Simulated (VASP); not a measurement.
# Be2Si (I4/mmm) in VASP: notebook

Runs on Be2Si. Level: PBE. Tasks: single point, relaxation of the atoms.

Everything below comes from runs of VASP 6.6.1. Logs are shortened: lines on timing, memory, paths and dates and some standing lists are left out, and cuts for length are marked.

**1. The cell of the first run**

It takes space group I4/mmm (No. 139, tetragonal). Conventional cell: a = 3.734 Å, b = 3.734 Å, c = 5.069 Å, α = 90.00°, β = 90.00°, γ = 90.00°. Within 3.0 Å of Si (site symmetry 4/mmm) lie 8 Be at 2.26 Å. Within 3.0 Å of Be (site symmetry -4m2) lie 4 Si at 2.26 Å and 6 Be at 2.53 to 2.64 Å.

**2. Single point, PBE**

INCAR reads:

```
SYSTEM = Be2Si
ALGO = Normal ; EDIFF = 1E-6
ENCUT = 520 ; GGA = PE
ISIF = 2 ; ISMEAR = -1
LASPH = .TRUE. ; LCHARG = .TRUE.
LELF = .TRUE. ; LREAL = .FALSE.
LVHAR = .TRUE. ; LWAVE = .FALSE.
NBANDS = 11 ; NELM = 60
PREC = Accurate ; SIGMA = 0.05
```

KPOINTS reads:

```
k-points
0
G
  7 7 7
  0 0 0
```

POSCAR reads:

```
Be2Si
1.0
    0.0000000000      2.6400000000      2.5344000000
    2.6400000000      0.0000000000      2.5344000000
    2.6400000000      2.6400000000      0.0000000000
Si Be
1 2
Direct
    0.0000000000      0.0000000000      0.0000000000
    0.2500000000      0.2500000000      0.2500000000
    0.7500000000      0.7500000000      0.7500000000
```

Potentials or basis: VASP PAW PBE potentials, release 64 (Si, Be).

Command:

```console
> cat potpaw_PBE.64/Si/POTCAR potpaw_PBE.64/Be/POTCAR > POTCAR
> mpirun -np 1 vasp_std > vasp.out
```

OUTCAR:

```text
SYSTEM = Be2Si
   EDIFF = 1E-6
   ENCUT = 520
   GGA = PE
   ISIF = 2
   ISMEAR = -1
   LASPH = .TRUE.
   LREAL = .FALSE.
   NELM = 60
   PREC = Accurate

 ion  position               nearest neighbor table
   1  0.000  0.000  0.000-   3 2.26   2 2.26   3 2.26   2 2.26   3 2.26   3 2.26   2 2.26   2 2.26

   2  0.250  0.250  0.250-   1 2.26   1 2.26   1 2.26   1 2.26
   3  0.750  0.750  0.750-   1 2.26   1 2.26   1 2.26   1 2.26

  LATTYP: Found a body centered tetragonal cell.
 ALAT       =     3.7335238047
 C/A-ratio  =     1.3576450199

  Lattice vectors:

 A1 = (   0.0000000000,  -2.6400000000,  -2.5344000000)
 A2 = (   0.0000000000,   2.6400000000,  -2.5344000000)
 A3 = (   2.6400000000,   0.0000000000,   2.5344000000)

Analysis of symmetry for initial positions (statically):
=====================================================================
 Subroutine PRICEL returns:
 Original cell was already a primitive cell.

 Routine SETGRP: Setting up the symmetry group for a
 body centered tetragonal supercell.

 Subroutine GETGRP returns: Found 16 space group operations
 (whereof 16 operations were pure point group operations)
 out of a pool of 16 trial point group operations.

The static configuration has the point symmetry D_4h.

Analysis of symmetry for dynamics (positions and initial velocities):
=====================================================================
 Subroutine PRICEL returns:
 Original cell was already a primitive cell.

 Routine SETGRP: Setting up the symmetry group for a
 body centered tetragonal supercell.

 Subroutine GETGRP returns: Found 16 space group operations
 (whereof 16 operations were pure point group operations)
 out of a pool of 16 trial point group operations.

The dynamic configuration has the point symmetry D_4h.

 Subroutine INISYM returns: Found 16 space group operations
 (whereof 16 operations are pure point group operations),
 and found     1 'primitive' translations

----------------------------------------------------------------------------------------

                                     Primitive cell

  volume of cell :      35.3275

  direct lattice vectors                    reciprocal lattice vectors
     0.000000000  2.640000000  2.534400000    -0.189393939  0.189393939  0.197285354
     2.640000000  0.000000000  2.534400000     0.189393939 -0.189393939  0.197285354
     2.640000000  2.640000000  0.000000000     0.189393939  0.189393939 -0.197285354

  length of vectors
     3.659615193  3.659615193  3.733523805     0.332658442  0.332658442  0.332658442

  position of ions in fractional coordinates (direct lattice)
     0.000000000  0.000000000  0.000000000
     0.250000000  0.250000000  0.250000000
     0.750000000  0.750000000  0.750000000

  ion indices of the primitive-cell ions
   primitive index   ion index
                 1           1
                 2           2
                 3           3

----------------------------------------------------------------------------------------

 KPOINTS: k-points

Automatic generation of k-mesh.
 Grid dimensions read from file:
 generate k-points for:    7    7    7

 Generating k-lattice:

  Cartesian coordinates                     Fractional coordinates (reciprocal lattice)
    -0.027056277  0.027056277  0.028183622     0.142857143  0.000000000  0.000000000
     0.027056277 -0.027056277  0.028183622     0.000000000  0.142857143  0.000000000
     0.027056277  0.027056277 -0.028183622     0.000000000  0.000000000  0.142857143

  Length of vectors
     0.047522635  0.047522635  0.047522635

  Shift w.r.t. Gamma in fractional coordinates (k-lattice)
     0.000000000  0.000000000  0.000000000

 Subroutine IBZKPT returns following result:
 ===========================================

 Found     40 irreducible k-points:

 Following reciprocal coordinates:
            Coordinates               Weight
  0.000000  0.000000  0.000000      1.000000
  0.142857 -0.000000  0.000000      8.000000
  0.285714 -0.000000  0.000000      8.000000
  0.428571 -0.000000  0.000000      8.000000
  0.142857  0.142857  0.000000      2.000000
  0.285714  0.142857  0.000000      8.000000
[... 16 lines left out ...]
  0.428571  0.285714  0.142857      8.000000
 -0.428571  0.285714  0.142857     16.000000
 [... further k-points ...]
   k-points           NKPTS =     40   k-points in BZ     NKDIM =     40   number of bands    NBANDS=     11
   number of dos      NEDOS =    301   number of ions     NIONS =      3
   total plane-waves  NPLWV =  21952
   dimension x,y,z NGX =    28 NGY =   28 NGZ =   28
   dimension x,y,z NGXF=    56 NGYF=   56 NGZF=   56
   ions per type =               1   2
   NGX,Y,Z   is equivalent  to a cutoff of  12.72, 12.72, 12.47 a.u.
   NGXF,Y,Z  is equivalent  to a cutoff of  25.44, 25.44, 24.94 a.u.
 SYSTEM =  Be2Si
   PREC   = accura    normal or accurate (medium, high low for compatibility)
   ISTART =      0    job   : 0-new  1-cont  2-samecut
   ICHARG =      2    charge: 1-file 2-atom 10-const
   ISPIN  =      1    spin polarized calculation?
   LNONCOLLINEAR =      F non collinear calculations
   LSORBIT =      F    spin-orbit coupling
   LASPH  =      T    aspherical Exc in radial PAW
   ENCUT  =  520.0 eV  38.22 Ry    6.18 a.u.   6.80  6.80  6.94*2*pi/ulx,y,z
   NELM   =     60;   NELMIN=  2; NELMDL= -5     # of ELM steps
   EDIFF  = 0.1E-05   stopping-criterion for ELM
   LREAL  =      F    real-space projection
   EDIFFG = 0.1E-04   stopping-criterion for IOM
   NSW    =      0    number of steps for IOM
   IBRION =     -1    ionic relax: 0-MD 1-quasi-New 2-CG
   NFREE  =      0    steps in history (QN), initial steepest desc. (CG)
   ISIF   =      2    stress and relaxation
   ISYM   =      2    0-nonsym 1-usesym 2-fastsym
   POTIM  = 0.5000    time-step for ionic-motion
   TEBEG  =    0.0;   TEEND  =   0.0 temperature during run
   PSTRESS=    0.0 pullay stress
   NELECT =       8.0000    total number of electrons
   NUPDOWN=      -1.0000    fix difference up-down
   EMIN   =  10.00;   EMAX   =-10.00  energy-range for DOS
   EFERMI =   0.00;   METHOD = LEGACY
   ISMEAR =    -1;   SIGMA  =   0.05  broadening in eV -4-tet -1-fermi 0-gaus
   EFERMI_NEDOS =   21; number of points for ismear=-14 and -15
   IALGO  =     38    algorithm
   IMIX   =      4    mixing-type and parameters
     AMIX     =   0.40;   BMIX     =  1.00
     AMIX_MAG =   1.60;   BMIX_MAG =  1.00
  volume/ion in A,a.u.               =      11.78        79.47
  Fermi-wavevector in a.u.,A,eV,Ry     =   0.997854  1.885671 13.547502  0.995713
  Thomas-Fermi vector in A             =   2.130039
   LORBIT       =      0    0 simple, 1 ext, 2 COOP (PROOUT), +10 PAW based schemes
   GGA     = PE    functional components
   LHFCALC =     F    Hartree Fock is set to
   AEXX    =    0.0000 exact exchange contribution
   IVDW    =     0    specifies the selected vdW correction
   LEPSILON=     F    determine dielectric tensor
   LRPA    =     F    only Hartree local field effects (RPA)
 non-spin polarized calculation
  energy-cutoff  :      520.00
  volume of cell :       35.33
 maximum number of plane-waves:       962
   NGX = 13   NGY = 13   NGZ = 13

 number of electron       8.0000000 magnetization

 Free energy of the ion-electron system (eV)
  ---------------------------------------------------
  ext. energy  EPLUGINS =         0.00000000
  ---------------------------------------------------
  free energy    TOTEN  =       -12.21133725 eV

  energy without entropy =      -12.20810850  energy(sigma->0) =      -12.20972288

 E-fermi :   7.0233     XC(G=0): -10.1110

 val. band max:        6.8892919993   @ k =  -0.4286   0.4286   0.0000
 cond. band min:       7.0769056177   @ k =   0.4286   0.0000   0.4286
 fundamental gap:      0.1876136184
 Fermi energy:         7.0232747550

 k-point     1 :       0.0000    0.0000    0.0000
  band No.  band energies     occupation
      1      -5.2468      2.00000
      2       7.2541      0.01958
      3       7.5186      0.00010
      4       7.5186      0.00010
      5       7.8210      0.00000
      6       7.8210      0.00000
      7       8.1584      0.00000
      8      13.5427      0.00000
      9      14.3635      0.00000
     10      14.3635      0.00000
     11      14.8905      0.00000

 k-point     2 :       0.1429   -0.0000    0.0000
  band No.  band energies     occupation
      1      -4.9745      2.00000
      2       4.9037      2.00000
      3       6.5551      1.99983
      4       6.6651      1.99845
      5       8.7463      0.00000
      6       8.7612      0.00000
      7       9.4256      0.00000
      8      13.1179      0.00000
      9      13.4001      0.00000
     10      13.8093      0.00000
     11      15.1160      0.00000

 k-point     3 :       0.2857   -0.0000    0.0000
  band No.  band energies     occupation
      1      -4.1791      2.00000
      2       2.1307      2.00000
      3       5.8317      2.00000
      4       6.1114      2.00000
      5       8.7002      0.00000
      6       8.8818      0.00000
      7       9.9021      0.00000
      8      13.6712      0.00000
      9      13.7843      0.00000
     10      13.9470      0.00000
     11      16.1123      0.00000

 k-point     4 :       0.4286   -0.0000    0.0000
  band No.  band energies     occupation
      1      -3.0409      2.00000
      2      -0.0562      2.00000
      3       5.5022      2.00000
      4       5.9056      2.00000
      5       8.1999      0.00000
      6       8.4164      0.00000
      7       9.9343      0.00000
      8      13.6060      0.00000
      9      15.9864      0.00000
     10      16.5415      0.00000
     11      17.7917      0.00000

 k-point     5 :       0.1429    0.1429    0.0000
  band No.  band energies     occupation
      1      -4.8642      2.00000
      2       5.3959      2.00000
      3       5.3959      2.00000
      4       6.7329      1.99401
      5       7.1045      0.32904
      6      10.2019      0.00000
      7      10.2019      0.00000
      8      11.3446      0.00000
      9      15.3441      0.00000
     10      15.3441      0.00000
     11      15.5098      0.00000
[... 211 lines left out ...]
 k-point    21 :      -0.2857    0.0000    0.1429
  band No.  band energies     occupation
      1      -3.5689      2.00000
      2       1.4629      2.00000
      3       3.7500      2.00000
      4       6.0090      2.00000
      5       8.8674      0.00000
      6       9.1997      0.00000
      7      11.0425      0.00000
      8      13.0193      0.00000
      9      13.7331      0.00000
     10      15.2410      0.00000
     11      18.7927      0.00000

 k-point    22 :      -0.1429    0.0000    0.1429
  band No.  band energies     occupation
      1      -4.5170      2.00000
      2       3.9110      2.00000
      3       4.2351      2.00000
      4       7.1358      0.19046
      5       8.2114      0.00000
      6       9.5729      0.00000
      7      10.5638      0.00000
      8      12.2623      0.00000
      9      12.6471      0.00000
     10      15.0039      0.00000
     11      17.0455      0.00000

 k-point    23 :       0.4286    0.2857    0.1429
  band No.  band energies     occupation
      1      -3.4266      2.00000
      2       2.3150      2.00000
      3       2.8787      2.00000
      4       4.9874      2.00000
      5       8.2298      0.00000
      6      10.0681      0.00000
      7      10.3755      0.00000
      8      12.6040      0.00000
      9      15.9550      0.00000
     10      16.2086      0.00000
     11      18.7482      0.00000

 k-point    24 :      -0.4286    0.2857    0.1429
  band No.  band energies     occupation
      1      -2.3496      2.00000
      2       0.5361      2.00000
      3       2.6651      2.00000
      4       3.9776      2.00000
      5       8.8739      0.00000
      6       9.6899      0.00000
      7      11.7996      0.00000
      8      13.2793      0.00000
      9      15.5104      0.00000
     10      16.3829      0.00000
     11      17.9991      0.00000

 [... further k-points ...]
[... 5 lines left out ...]
  --------------------------------------------------------------------------------------
  -------------------------------------------------------------------------------------
  Total        0.9166585      0.9166585      1.1890179      0.0000000      0.0000000      0.0000000
  in kB       41.5724065     41.5724065     53.9244806      0.0000000      0.0000000      0.0000000
  external PRESSURE =      45.6897645 kB  Pullay stress =       0.0000000 kB

 VOLUME and BASIS-vectors are now :
 -----------------------------------------------------------------------------
  energy-cutoff  :      520.00
  volume of cell :       35.33
      direct lattice vectors                 reciprocal lattice vectors
     0.000000000  2.640000000  2.534400000    -0.189393939  0.189393939  0.197285354
     2.640000000  0.000000000  2.534400000     0.189393939 -0.189393939  0.197285354
     2.640000000  2.640000000  0.000000000     0.189393939  0.189393939 -0.197285354

 POSITION                                       TOTAL-FORCE (eV/Angst)
 -----------------------------------------------------------------------------------
      0.00000      0.00000      0.00000        -0.000000     -0.000000     -0.000000
      1.32000      1.32000      1.26720        -0.000000     -0.000000     -0.000000
      3.96000      3.96000      3.80160         0.000000      0.000000      0.000000
 -----------------------------------------------------------------------------------
    total drift:                                0.000000     -0.000000     -0.000000

  FREE ENERGIE OF THE ION-ELECTRON SYSTEM (eV)
  ---------------------------------------------------
  free  energy   TOTEN  =       -12.2113372526 eV

  energy  without entropy=      -12.2081084998  energy(sigma->0) =      -12.20972288
```

It took 26 s on 1 thread of Intel Xeon 6975P-C, shared host; peak memory 0.15 GiB.

What came out:

- Free energy: -12.2113 eV
- Pressure: 4.6 GPa
- Band gap on the k mesh: zero (band 4 reaches 7.52 eV, above the bottom of band 5 at 6.61 eV)

Levels at points of the mesh, in eV from the Fermi level:
| k point | band 2 | band 3 | band 4 | band 5 | band 6 | band 7 |
| --- | --- | --- | --- | --- | --- | --- |
| (0.00, 0.00, 0.00) | 0.23 | 0.50 | 0.50 | 0.80 | 0.80 | 1.14 |

**3. Relaxation of the atoms, PBE**

INCAR reads:

```
PREC = Accurate
ENCUT = 520
EDIFF = 1E-6
ISMEAR = -1
SIGMA = 0.05
LREAL = F
LASPH = T
NELM = 60
ALGO = Normal
ISIF = 2
LWAVE = F
LCHARG = F
GGA = PE
IBRION = 2
NSW = 60
EDIFFG = -0.01
```

KPOINTS reads:

```
regular mesh
0
Gamma
  7 7 7
```

POSCAR is that of step 2.

Potentials or basis: VASP PAW PBE potentials, release 64 (Si, Be).

Command:

```console
> cat potpaw_PBE.64/Si/POTCAR potpaw_PBE.64/Be/POTCAR > POTCAR
> mpirun -np 1 vasp_std > vasp.out
```

OUTCAR:

```text
PREC = Accurate
   ENCUT = 520
   EDIFF = 1E-6
   ISMEAR = -1
   LREAL = F
   LASPH = T
   NELM = 60
   ISIF = 2
   GGA = PE
   IBRION = 2
   NSW = 60
   EDIFFG = -0.01

 ion  position               nearest neighbor table
   1  0.000  0.000  0.000-   3 2.26   2 2.26   3 2.26   2 2.26   3 2.26   3 2.26   2 2.26   2 2.26

   2  0.250  0.250  0.250-   1 2.26   1 2.26   1 2.26   1 2.26
   3  0.750  0.750  0.750-   1 2.26   1 2.26   1 2.26   1 2.26

  LATTYP: Found a body centered tetragonal cell.
 ALAT       =     3.7335238047
[... 453 lines left out ...]
      8      13.2793      0.00000

 [... further k-points ...]
[... 5 lines left out ...]
  --------------------------------------------------------------------------------------
  -------------------------------------------------------------------------------------
  Total        0.9162851      0.9162851      1.1886017      0.0000000      0.0000000      0.0000000
  in kB       41.5554698     41.5554698     53.9056046      0.0000000      0.0000000      0.0000000
  external PRESSURE =      45.6721814 kB  Pullay stress =       0.0000000 kB

 VOLUME and BASIS-vectors are now :
 -----------------------------------------------------------------------------
  energy-cutoff  :      520.00
  volume of cell :       35.33
      direct lattice vectors                 reciprocal lattice vectors
     0.000000000  2.640000000  2.534400000    -0.189393939  0.189393939  0.197285354
     2.640000000  0.000000000  2.534400000     0.189393939 -0.189393939  0.197285354
     2.640000000  2.640000000  0.000000000     0.189393939  0.189393939 -0.197285354

 POSITION                                       TOTAL-FORCE (eV/Angst)
 -----------------------------------------------------------------------------------
      0.00000      0.00000      0.00000         0.000000      0.000000      0.000000
      1.32000      1.32000      1.26720        -0.000000     -0.000000     -0.000000
      3.96000      3.96000      3.80160         0.000000      0.000000      0.000000
 -----------------------------------------------------------------------------------
    total drift:                                0.000000     -0.000000     -0.000000

  FREE ENERGIE OF THE ION-ELECTRON SYSTEM (eV)
  ---------------------------------------------------
  free  energy   TOTEN  =       -12.2113372878 eV

  energy  without entropy=      -12.2081085958  energy(sigma->0) =      -12.20972294

 reached required accuracy - stopping structural energy minimisation
```

OSZICAR:

```text
N       E                     dE             d eps       ncg     rms          rms(c)
DAV:   1     0.477527600505E+01    0.47753E+01   -0.33604E+03   640   0.783E+02
DAV:   2    -0.121369403162E+02   -0.16912E+02   -0.16399E+02  1000   0.953E+01
DAV:   3    -0.123308901127E+02   -0.19395E+00   -0.19167E+00   880   0.109E+01
DAV:   4    -0.123313799018E+02   -0.48979E-03   -0.48963E-03   992   0.580E-01
DAV:   5    -0.123313801904E+02   -0.28861E-06   -0.28859E-06   880   0.127E-02    0.411E+00
DAV:   6    -0.122446743988E+02    0.86706E-01   -0.38033E-02   672   0.131E+00    0.251E+00
DAV:   7    -0.122109891309E+02    0.33685E-01   -0.47021E-02   672   0.160E+00    0.141E-01
DAV:   8    -0.122112145574E+02   -0.22543E-03   -0.19213E-03   920   0.289E-01    0.113E-01
DAV:   9    -0.122113199743E+02   -0.10542E-03   -0.13392E-04   720   0.928E-02    0.376E-02
DAV:  10    -0.122113374775E+02   -0.17503E-04   -0.20821E-05   872   0.380E-02    0.450E-03
DAV:  11    -0.122113372878E+02    0.18973E-06   -0.86503E-07   848   0.858E-03
   1 F= -.12211337E+02 E0= -.12209723E+02  d E =-.122113E+02
```

It took 19 s on 1 thread of AMD EPYC 7R43 (Zen 3), shared host; peak memory 0.11 GiB.

What came out:

```
Free energy             : -12.2113 eV
Pressure after relaxing : 4.6 GPa
Band gap on the k mesh  : zero (band 4 reaches 7.52 eV, above the bottom of band 5 at 6.61 eV)
```

Stress tensor (GPa, compression positive):
```
4.16 0.00 0.00
0.00 4.16 0.00
0.00 0.00 5.39
```

Final structure:
```cif
data_structure
_symmetry_space_group_name_H-M 'P 1'
_symmetry_Int_Tables_number 1
_cell_length_a 3.6596
_cell_length_b 3.6596
_cell_length_c 3.7335
_cell_angle_alpha 59.330
_cell_angle_beta 59.330
_cell_angle_gamma 61.341
_cell_volume 35.33
loop_
_atom_site_label
_atom_site_type_symbol
_atom_site_fract_x
_atom_site_fract_y
_atom_site_fract_z
_atom_site_occupancy
Si1 Si 0.00000 0.00000 0.00000 1
Be1 Be 0.25000 0.25000 0.25000 1
Be2 Be 0.75000 0.75000 0.75000 1
```

Caveat: the relaxation stopped at its first step, so nothing moved.
